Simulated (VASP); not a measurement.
The system is FeCo (Wairauite).

```xyz
2
Lattice="2.8570 0.0000 0.0000 0.0000 2.8570 0.0000 0.0000 0.0000 2.8570" Properties=species:S:1:pos:R:3 pbc="T T T"
Fe    1.4285    1.4285    1.4285
Co    0.0000    0.0000    0.0000
```

Base run:

```yaml
Program: VASP 6.6.1
Functional: PBE
Potentials_or_basis: VASP PAW PBE potentials, release 64 (Fe, Co)
Cutoff: 600 eV
k_mesh: 10 × 10 × 10
Occupations: fermi-dirac, width 0.05 eV
Spin: collinear spin, ferrimagnetic start
Starting_moments: "[3.5, -2.5] μB"
```

Its results: pressure -14.7 GPa; net moment -0.34 μB per cell; site moments Fe +0.95; Co -1.29 μB.

**Question.** The run is repeated on the same cell with these changes: spin from collinear spin, ferrimagnetic start to collinear spin, ferromagnetic start; moments at the start from [3.5, -2.5] to [3.5, 2.5]. What comes out?

**Answer.** Pressure -2.8 GPa; net moment 4.56 μB per cell; site moments Fe +2.81; Co +1.77 μB.
